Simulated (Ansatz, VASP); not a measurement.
**Two plane-wave programs on Ni**

INCAR

```
PREC = Accurate
ENCUT = 520
EDIFF = 1E-7
ISMEAR = -1
SIGMA = 0.05
LREAL = F
LASPH = T
NELM = 150
ALGO = Normal
ISIF = 2
LWAVE = F
LCHARG = F
ISPIN = 2
MAGMOM = 0.589
LORBIT = 11
LMAXMIX = 4
GGA = B5
ALDAX = 1.0
AGGAX = 1.0
AGGAC = 1.0
ALDAC = 0.0
NBANDS = 15
```

File KPOINTS:

```
regular mesh
0
Gamma
  17 17 17
```

File POSCAR:

```
Ni
1.0
   -1.4046990928      1.4046990928      1.4046990928
    1.4046990928     -1.4046990928      1.4046990928
    1.4046990928      1.4046990928     -1.4046990928
Ni
1
Direct
    0.0000000000      0.0000000000      0.0000000000
```

Input for Ansatz:

```yaml
crystal:
  lattice:
    - [-1.4046990928, 1.4046990928, 1.4046990928]
    - [1.4046990928, -1.4046990928, 1.4046990928]
    - [1.4046990928, 1.4046990928, -1.4046990928]
  atoms:
    - { symbol: Ni, position: [0.0, 0.0, 0.0], spin: 0.589 }
hamiltonian:
  xc: blyp
  pseudopotentials:
    kind: paw
    azcp:
      Ni: "pseudopotentials/Ni.paw.azcp"
basis:
  ecutwfc: 420
  fft_grid_basis: typed
kpoints:
  mp_grid: { grid: [17, 17, 17], shift: [0, 0, 0] }
magnetization:
  spin_polarized: true
scf:
  occupations: { method: fermi_dirac, width: 0.05 }
  lower_state_search: "off"
output:
  stress: true
```

Alike in both runs: task single point; functional BLYP; k mesh 17 × 17 × 17; occupations fermi-dirac, width 0.05 eV; collinear spin.

|  | VASP | Ansatz |
| --- | --- | --- |
| version | VASP 6.6.1 | Ansatz 0.2.0 |
| potentials or method | VASP PAW PBE potentials, release 64 (Ni), cutoff 520 eV | plane waves (420 eV) with PAW, scalar-relativistic |
| valence electrons in the cell | 10 | 18 |

Ansatz gave:

- pressure (GPa): 7.4
- net moment per atom (μB): 0.52
- size of the moment on the site where the two differ most (μB): 0.55

Which values does VASP return?

Pressure (GPa): 7.4; net moment per atom (μB): 0.51; size of the moment on the site where the two differ most (μB): 0.52.

VASP's potentials were made for PBE, not for BLYP. Site moments also hang on the region over which each program counts them. With one functional, cell and mesh, what is left measures potentials, basis and numerics. VASP's potentials hold 10 valence electrons a cell and Ansatz's 18, so a difference there can come from the potentials and not from the codes.
